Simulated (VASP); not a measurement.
Here is a VASP 6.6.1 calculation.

INCAR

```
SYSTEM = Ge
PREC = Accurate
ENCUT = 520
EDIFF = 1E-6
ISMEAR = 0
SIGMA = 0.1
LREAL = .False.
LASPH = .True.
NELM = 100
ALGO = Normal
ISIF = 2
LWAVE = .False.
LCHARG = .False.
GGA = PS
NBANDS = 21
```

File KPOINTS:

```
regular mesh
0
Gamma
  14 14 14
  0 0 0
```

POSCAR

```
Ge
1.0
    0.0000000000      2.8659820333      2.8659820333
    2.8659820333      0.0000000000      2.8659820333
    2.8659820333      2.8659820333      0.0000000000
Ge
2
Direct
    0.0000000000      0.0000000000      0.0000000000
    0.2500000000      0.2500000000      0.2500000000
```

Potentials or basis: VASP PAW PBE potentials, release 64 (Ge_d).

The run is started by

```console
$ cat potpaw_PBE.64/Ge_d/POTCAR > POTCAR
$ mpirun -np 1 vasp_std > vasp.out
```

Problem. Estimate the pressure.

Solution. -2.3 GPa.

Problem. What does it give for the band gap on the k mesh?

Solution. Zero (filled and empty bands touch).

Caveat: semilocal functionals underestimate gaps, so a narrow gap can read as zero; the PAW data sets were made with another functional, which shifts forces and pressure a little.
